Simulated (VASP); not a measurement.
Set up this calculation in VASP 6.6.1, as the native input.

```yaml
Task: relaxation of cell and atoms
Functional: PBE
Potentials_or_basis: VASP PAW PBE potentials, release 64 (Mo_sv)
Cutoff: 600 eV
k_mesh: 9 × 9 × 5
Occupations: gaussian, width 0.05 eV
Spin: no spin polarisation
Target_pressure: 20 GPa
Dipole_correction: no
Further_INCAR_settings: ALGO = Normal; EDIFF = 1e-06; IBRION = 2; EDIFFG = -0.03; NSW = 80; ISIF = 3
```

The structure of Mo lies in POSCAR:

```
Mo
1.0
    2.8000000000      0.0000000000      0.0000000000
   -1.4000000000      2.4248711306      0.0000000000
    0.0000000000      0.0000000000      4.5724000000
Mo
2
Direct
    0.3333333333      0.6666666667      0.2500000000
    0.6666666667      0.3333333333      0.7500000000
```

This isn't the form of Mo at room conditions, which is bcc.

The input as run:

INCAR

```
SYSTEM = Mo
ALGO = Normal ; EDIFF = 1E-6
EDIFFG = -0.03 ; ENCUT = 600
GGA = PE ; IBRION = 2
ISIF = 3 ; ISMEAR = 0
LASPH = .TRUE. ; LCHARG = .FALSE.
LREAL = .FALSE. ; LWAVE = .FALSE.
NELM = 100 ; NSW = 80
PREC = Accurate ; PSTRESS = 200.0
SIGMA = 0.05
```

KPOINTS

```
k-points
0
G
  9 9 5
  0 0 0
```

Potentials or basis: VASP PAW PBE potentials, release 64 (Mo_sv).

Command:

```console
$ cat potpaw_PBE.64/Mo_sv/POTCAR > POTCAR
$ mpirun -np 1 vasp_std > vasp.out
```

It gave:

```yaml
Relaxed_volume: 14.96 Å³/atom
Relaxed_cell: a = 2.701 Å, b = 2.701 Å, c = 4.734 Å, α = 90.00°, β = 90.00°, γ = 120.00°
Space_group_after_relaxing_to_0.1_Å: P6_3/mmc (No. 194)
Energy_change_on_relaxing_the_run_minimises_the_enthalpy: +21.5 meV/atom
Ionic_steps: 10
Pressure_after_relaxing: 20.0 GPa
Band_gap_on_the_k_mesh: zero (bands 14 and 15 overlap by 1.59 eV)
```

Caveat: the cell is relaxed towards a set pressure, so the run minimises the enthalpy, not the energy.

It took 2.3 min on 1 thread of Intel Xeon 8259CL, on a shared host, peak memory 0.18 GiB.
